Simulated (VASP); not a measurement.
Wanted: the native input for a VASP 6.6.1 run.

```
Task                   : single point
Functional             : PBEsol
Potentials or basis    : VASP PAW PBE potentials, release 64 (Ge_d)
Cutoff                 : 520 eV
k mesh                 : 14 × 14 × 14
Occupations            : gaussian, width 0.15 eV
Spin                   : no spin polarisation
Dipole correction      : no
Further INCAR settings : ALGO = Normal; EDIFF = 1e-06; NBANDS = 21
```

The structure of Ge lies in POSCAR:

```
Ge
1.0
    0.0000000000      2.7904693977      2.7904693977
    2.7904693977      0.0000000000      2.7904693977
    2.7904693977      2.7904693977      0.0000000000
Ge
2
Direct
    0.5000000000      0.5000000000      0.5000000000
    0.7500000000      0.7500000000      0.7500000000
```

One way to write it, as run:

INCAR

```
SYSTEM = Ge
PREC = Accurate
ENCUT = 520
EDIFF = 1E-6
ISMEAR = 0
SIGMA = 0.15
LREAL = .FALSE.
LASPH = .TRUE.
NELM = 100
ALGO = Normal
ISIF = 2
LWAVE = .FALSE.
LCHARG = .TRUE.
GGA = PS
LELF = .TRUE.
LVHAR = .TRUE.
NBANDS = 21
```

KPOINTS

```
Automatic mesh
0
G
  14 14 14
  0 0 0
```

Potentials or basis: VASP PAW PBE potentials, release 64 (Ge_d).

Launch:

```console
$ cat potpaw_PBE.64/Ge_d/POTCAR > POTCAR
$ mpirun -np 1 vasp_std > vasp.out
```

It gave:

```
Pressure               : 3.7 GPa
Band gap on the k mesh : 0.25 eV (least direct gap 0.37 eV)
```

Caveat: the cell stands under pressure; semilocal functionals underestimate gaps, and a narrow one can read as zero; the PAW data sets were made with another functional, which shifts forces and pressure a little.

Wall time 59 s on 1 thread of AMD EPYC 9R45 96-Core Processor (Zen 5), with other jobs on the host, peak memory 0.18 GiB.
